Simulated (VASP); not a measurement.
# Nb (Im-3m) in VASP: notebook

Runs on Nb. Level: PBE. Tasks: single point.

Everything below comes from runs of VASP 6.6.1. Logs are shortened: lines on timing, memory, paths and dates and some standing lists are left out, and cuts for length are marked.

### 1 The cell of the first run

The structure is cubic, space group Im-3m (No. 229). The conventional cell has a = 3.311 Å, b = 3.311 Å, c = 3.311 Å, α = 90.00°, β = 90.00°, γ = 90.00°. Nb (site symmetry m-3m) has 14 Nb at 2.87 to 3.31 Å within 3.8 Å.

### 2 Single point, PBE

Contents of INCAR:

```
SYSTEM = Nb
ALGO = Normal
EDIFF = 1E-7
ENCUT = 520
GGA = PE
ISIF = 2
ISMEAR = 0
LASPH = .True.
LCHARG = .True.
LELF = .True.
LREAL = .False.
LVHAR = .True.
LWAVE = .False.
NBANDS = 12
NELM = 80
PREC = Accurate
SIGMA = 0.05
```

Contents of KPOINTS:

```
k-points
0
Gamma
  14 14 14
  0 0 0
```

Contents of POSCAR:

```
Nb
1.0
   -1.6557315458      1.6557315458      1.6557315458
    1.6557315458     -1.6557315458      1.6557315458
    1.6557315458      1.6557315458     -1.6557315458
Nb
1
Direct
    0.0000000000      0.0000000000      0.0000000000
```

Potentials or basis: VASP PAW PBE potentials, release 64 (Nb_sv).

Started as:

```sh
> cat potpaw_PBE.64/Nb_sv/POTCAR > POTCAR
> mpirun -np 1 vasp_std > vasp.out
```

OUTCAR:

```text
SYSTEM = Nb
   EDIFF = 1E-7
   ENCUT = 520
   GGA = PE
   ISIF = 2
   ISMEAR = 0
   LASPH = .True.
   LREAL = .False.
   NELM = 80
   PREC = Accurate

 ion  position               nearest neighbor table
   1  0.000  0.000  0.000-

  LATTYP: Found a body centered cubic cell.
 ALAT       =     3.3114630916

  Lattice vectors:

 A1 = (  -1.6557315458,   1.6557315458,   1.6557315458)
 A2 = (   1.6557315458,  -1.6557315458,   1.6557315458)
 A3 = (   1.6557315458,   1.6557315458,  -1.6557315458)

Analysis of symmetry for initial positions (statically):
=====================================================================
 Subroutine PRICEL returns:
 Original cell was already a primitive cell.

 Routine SETGRP: Setting up the symmetry group for a
 body centered cubic supercell.

 Subroutine GETGRP returns: Found 48 space group operations
 (whereof 48 operations were pure point group operations)
 out of a pool of 48 trial point group operations.

The static configuration has the point symmetry O_h .

Analysis of symmetry for dynamics (positions and initial velocities):
=====================================================================
 Subroutine PRICEL returns:
 Original cell was already a primitive cell.

 Routine SETGRP: Setting up the symmetry group for a
 body centered cubic supercell.

 Subroutine GETGRP returns: Found 48 space group operations
 (whereof 48 operations were pure point group operations)
 out of a pool of 48 trial point group operations.

The dynamic configuration has the point symmetry O_h .

 Subroutine INISYM returns: Found 48 space group operations
 (whereof 48 operations are pure point group operations),
 and found     1 'primitive' translations

----------------------------------------------------------------------------------------

                                     Primitive cell

  volume of cell :      18.1564

  direct lattice vectors                    reciprocal lattice vectors
    -1.655731546  1.655731546  1.655731546     0.000000000  0.301981321  0.301981321
     1.655731546 -1.655731546  1.655731546     0.301981321  0.000000000  0.301981321
     1.655731546  1.655731546 -1.655731546     0.301981321  0.301981321  0.000000000

  length of vectors
     2.867811161  2.867811161  2.867811161     0.427066080  0.427066080  0.427066080

  position of ions in fractional coordinates (direct lattice)
     0.000000000  0.000000000  0.000000000

  ion indices of the primitive-cell ions
   primitive index   ion index
                 1           1

----------------------------------------------------------------------------------------

 KPOINTS: k-points

Automatic generation of k-mesh.
 Grid dimensions read from file:
 generate k-points for:   14   14   14

 Generating k-lattice:

  Cartesian coordinates                     Fractional coordinates (reciprocal lattice)
     0.000000000  0.021570094  0.021570094     0.071428571  0.000000000  0.000000000
     0.021570094  0.000000000  0.021570094     0.000000000  0.071428571  0.000000000
     0.021570094  0.021570094  0.000000000     0.000000000  0.000000000  0.071428571

  Length of vectors
     0.030504720  0.030504720  0.030504720

  Shift w.r.t. Gamma in fractional coordinates (k-lattice)
     0.000000000  0.000000000  0.000000000

 Subroutine IBZKPT returns following result:
 ===========================================

 Found    104 irreducible k-points:

 Following reciprocal coordinates:
            Coordinates               Weight
  0.000000  0.000000  0.000000      1.000000
  0.071429  0.000000  0.000000     12.000000
  0.142857  0.000000  0.000000     12.000000
  0.214286  0.000000  0.000000     12.000000
  0.285714  0.000000  0.000000     12.000000
  0.357143  0.000000  0.000000     12.000000
[... 16 lines left out ...]
  0.285714  0.285714  0.000000     24.000000
  0.357143  0.285714  0.000000     24.000000
 [... further k-points ...]
   k-points           NKPTS =    104   k-points in BZ     NKDIM =    104   number of bands    NBANDS=     12
   number of dos      NEDOS =    301   number of ions     NIONS =      1
   total plane-waves  NPLWV =  13824
   dimension x,y,z NGX =    24 NGY =   24 NGZ =   24
   dimension x,y,z NGXF=    48 NGYF=   48 NGZF=   48
   ions per type =               1
   NGX,Y,Z   is equivalent  to a cutoff of  13.91, 13.91, 13.91 a.u.
   NGXF,Y,Z  is equivalent  to a cutoff of  27.83, 27.83, 27.83 a.u.
 SYSTEM =  Nb
   PREC   = accura    normal or accurate (medium, high low for compatibility)
   ISTART =      0    job   : 0-new  1-cont  2-samecut
   ICHARG =      2    charge: 1-file 2-atom 10-const
   ISPIN  =      1    spin polarized calculation?
   LNONCOLLINEAR =      F non collinear calculations
   LSORBIT =      F    spin-orbit coupling
   LASPH  =      T    aspherical Exc in radial PAW
   ENCUT  =  520.0 eV  38.22 Ry    6.18 a.u.   5.33  5.33  5.33*2*pi/ulx,y,z
   NELM   =     80;   NELMIN=  2; NELMDL= -5     # of ELM steps
   EDIFF  = 0.1E-06   stopping-criterion for ELM
   LREAL  =      F    real-space projection
   EDIFFG = 0.1E-05   stopping-criterion for IOM
   NSW    =      0    number of steps for IOM
   IBRION =     -1    ionic relax: 0-MD 1-quasi-New 2-CG
   NFREE  =      0    steps in history (QN), initial steepest desc. (CG)
   ISIF   =      2    stress and relaxation
   ISYM   =      2    0-nonsym 1-usesym 2-fastsym
   POTIM  = 0.5000    time-step for ionic-motion
   TEBEG  =    0.0;   TEEND  =   0.0 temperature during run
   PSTRESS=    0.0 pullay stress
   NELECT =      13.0000    total number of electrons
   NUPDOWN=      -1.0000    fix difference up-down
   EMIN   =  10.00;   EMAX   =-10.00  energy-range for DOS
   EFERMI =   0.00;   METHOD = LEGACY
   ISMEAR =     0;   SIGMA  =   0.05  broadening in eV -4-tet -1-fermi 0-gaus
   EFERMI_NEDOS =   21; number of points for ismear=-14 and -15
   IALGO  =     38    algorithm
   IMIX   =      4    mixing-type and parameters
     AMIX     =   0.40;   BMIX     =  1.00
     AMIX_MAG =   1.60;   BMIX_MAG =  1.00
  volume/ion in A,a.u.               =      18.16       122.53
  Fermi-wavevector in a.u.,A,eV,Ry     =   1.464579  2.767652 29.184369  2.144991
  Thomas-Fermi vector in A             =   2.580538
   LORBIT       =      0    0 simple, 1 ext, 2 COOP (PROOUT), +10 PAW based schemes
   GGA     = PE    functional components
   LHFCALC =     F    Hartree Fock is set to
   AEXX    =    0.0000 exact exchange contribution
   IVDW    =     0    specifies the selected vdW correction
   LEPSILON=     F    determine dielectric tensor
   LRPA    =     F    only Hartree local field effects (RPA)
 non-spin polarized calculation
 Gauss-broadening in eV      SIGMA  =   0.05
  energy-cutoff  :      520.00
  volume of cell :       18.16
 maximum number of plane-waves:       498
 NGX is ok and might be reduce to    24
   NGX = 11   NGY = 11   NGZ = 11

 number of electron      13.0000000 magnetization

 Free energy of the ion-electron system (eV)
  ---------------------------------------------------
  ext. energy  EPLUGINS =         0.00000000
  ---------------------------------------------------
  free energy    TOTEN  =       -10.21268913 eV

  energy without entropy =      -10.21055020  energy(sigma->0) =      -10.21161966

 E-fermi :  11.0783     XC(G=0): -12.4598

 val. band max:       11.0768928394   @ k =   0.5000   0.5000   0.1429
 cond. band min:      11.1014103443   @ k =  -0.2857   0.4286   0.1429
 fundamental gap:      0.0245175049
 Fermi energy:        11.0782995654

 k-point     1 :       0.0000    0.0000    0.0000
  band No.  band energies     occupation
      1     -43.3167      2.00000
      2     -18.6304      2.00000
      3     -18.6304      2.00000
      4     -18.6304      2.00000
      5       5.1364      2.00000
      6      11.4332      0.00000
      7      11.4332      0.00000
      8      11.4333      0.00000
      9      14.3165      0.00000
     10      14.3165      0.00000
     11      25.2656      0.00000
     12      25.2656      0.00000

 k-point     2 :       0.0714    0.0000    0.0000
  band No.  band energies     occupation
      1     -43.3052      2.00000
      2     -18.7010      2.00000
      3     -18.6519      2.00000
      4     -18.6310      2.00000
      5       5.3446      2.00000
      6      11.3055      0.00000
      7      11.4014      0.00000
      8      11.6323      0.00000
      9      14.1245      0.00000
     10      14.3171      0.00000
     11      25.4339      0.00000
     12      25.6277      0.00000

 k-point     3 :       0.1429    0.0000    0.0000
  band No.  band energies     occupation
      1     -43.2728      2.00000
      2     -18.8955      2.00000
      3     -18.7116      2.00000
      4     -18.6326      2.00000
      5       5.9230      2.00000
      6      10.9699      1.99783
      7      11.2550      0.00000
      8      12.2176      0.00000
      9      13.8019      0.00000
     10      14.3355      0.00000
     11      25.7729      0.00000
     12      26.6540      0.00000

 k-point     4 :       0.2143    0.0000    0.0000
  band No.  band energies     occupation
      1     -43.2257      2.00000
      2     -19.1686      2.00000
      3     -18.7966      2.00000
      4     -18.6350      2.00000
      5       6.7056      2.00000
      6      10.5322      2.00000
      7      11.0121      1.93894
      8      13.1499      0.00000
      9      13.7281      0.00000
     10      14.4051      0.00000
     11      25.7215      0.00000
     12      27.2161      0.00000

 k-point     5 :       0.2857    0.0000    0.0000
  band No.  band energies     occupation
      1     -43.1728      2.00000
      2     -19.4620      2.00000
      3     -18.8895      2.00000
      4     -18.6377      2.00000
      5       7.3426      2.00000
      6      10.0970      2.00000
      7      11.0594      1.40657
      8      13.9293      0.00000
      9      14.3542      0.00000
     10      14.5475      0.00000
     11      24.8939      0.00000
     12      26.3185      0.00000
[... 228 lines left out ...]
      1     -43.0794      2.00000
      2     -19.7301      2.00000
      3     -19.1766      2.00000
      4     -18.7653      2.00000
      5       8.5315      2.00000
      6       9.7000      2.00000
      7      10.8489      2.00000
      8      13.9859      0.00000
      9      15.1271      0.00000
     10      18.2988      0.00000
     11      22.9717      0.00000
     12      24.8537      0.00000

 k-point    22 :       0.3571    0.2143   -0.0000
  band No.  band energies     occupation
      1     -43.0611      2.00000
      2     -19.7676      2.00000
      3     -19.2620      2.00000
      4     -18.7729      2.00000
      5       8.4704      2.00000
      6       9.6879      2.00000
      7      11.1741      0.00675
      8      14.2041      0.00000
      9      15.2490      0.00000
     10      19.5080      0.00000
     11      21.9090      0.00000
     12      23.9498      0.00000

 k-point    23 :       0.2857    0.2857    0.0000
  band No.  band energies     occupation
      1     -43.0585      2.00000
      2     -19.6949      2.00000
      3     -19.3435      2.00000
      4     -18.7883      2.00000
      5       8.8000      2.00000
      6       9.7763      2.00000
      7      10.6933      2.00000
      8      14.3010      0.00000
      9      15.0739      0.00000
     10      19.9638      0.00000
     11      21.8176      0.00000
     12      23.8035      0.00000

 k-point    24 :       0.3571    0.2857    0.0000
  band No.  band energies     occupation
      1     -43.0510      2.00000
      2     -19.6450      2.00000
      3     -19.4420      2.00000
      4     -18.7952      2.00000
      5       8.8512      2.00000
      6       9.9253      2.00000
      7      10.5557      2.00000
      8      14.5287      0.00000
      9      15.0057      0.00000
     10      21.0874      0.00000
     11      21.2237      0.00000
     12      22.9014      0.00000

 [... further k-points ...]
[... 5 lines left out ...]
  --------------------------------------------------------------------------------------
  -------------------------------------------------------------------------------------
  Total       -0.0326412     -0.0326412     -0.0326412      0.0000000      0.0000000      0.0000000
  in kB       -2.8803596     -2.8803596     -2.8803596      0.0000000      0.0000000      0.0000000
  external PRESSURE =      -2.8803596 kB  Pullay stress =       0.0000000 kB

 VOLUME and BASIS-vectors are now :
 -----------------------------------------------------------------------------
  energy-cutoff  :      520.00
  volume of cell :       18.16
      direct lattice vectors                 reciprocal lattice vectors
    -1.655731546  1.655731546  1.655731546     0.000000000  0.301981321  0.301981321
     1.655731546 -1.655731546  1.655731546     0.301981321  0.000000000  0.301981321
     1.655731546  1.655731546 -1.655731546     0.301981321  0.301981321  0.000000000

 POSITION                                       TOTAL-FORCE (eV/Angst)
 -----------------------------------------------------------------------------------
      0.00000      0.00000      0.00000         0.000000     -0.000000     -0.000000
 -----------------------------------------------------------------------------------
    total drift:                                0.000000      0.000000      0.000000

  FREE ENERGIE OF THE ION-ELECTRON SYSTEM (eV)
  ---------------------------------------------------
  free  energy   TOTEN  =       -10.2126891297 eV

  energy  without entropy=      -10.2105502002  energy(sigma->0) =      -10.21161966
```

Run time: 8 s. Hardware: 1 thread of Intel Xeon 6975P-C (Granite Rapids), shared host; peak memory 0.15 GiB.

What came out:

```
Free energy : -10.2127 eV
Pressure    : -0.3 GPa
```

### 3 Single point, PBE

Contents of INCAR:

```
PREC = Accurate
ENCUT = 520
EDIFF = 1E-7
ISMEAR = 0
SIGMA = 0.05
LREAL = False
LASPH = True
NELM = 80
ALGO = Fast
ISIF = 2
LWAVE = False
LCHARG = False
GGA = PE
NBANDS = 12
```

Contents of KPOINTS:

```
regular mesh
0
Gamma
  14 14 14
```

POSCAR is that of step 2.

Potentials or basis: VASP PAW PBE potentials, release 64 (Nb_sv).

Started as:

```sh
> cat potpaw_PBE.64/Nb_sv/POTCAR > POTCAR
> mpirun -np 1 vasp_std > vasp.out
```

Wall time 17 s (1 thread of Intel Xeon 6975P-C (Granite Rapids), shared host); peak memory 0.15 GiB.

The run converged. Its results:

```yaml
Free_energy: -10.2127 eV
Pressure: -0.3 GPa
```

Levels at points of the mesh, in eV from the Fermi level:
```csv
k point,band 4,band 5,band 6,band 7,band 8,band 9
"(0.00, 0.00, 0.00)",-29.71,-5.94,0.35,0.35,0.35,3.24
"(0.50, 0.00, 0.00)",-29.72,-3.70,-1.65,2.23,3.26,3.94
"(0.50, 0.50, 0.50)",-30.61,-3.69,-3.69,5.53,5.53,5.53
```
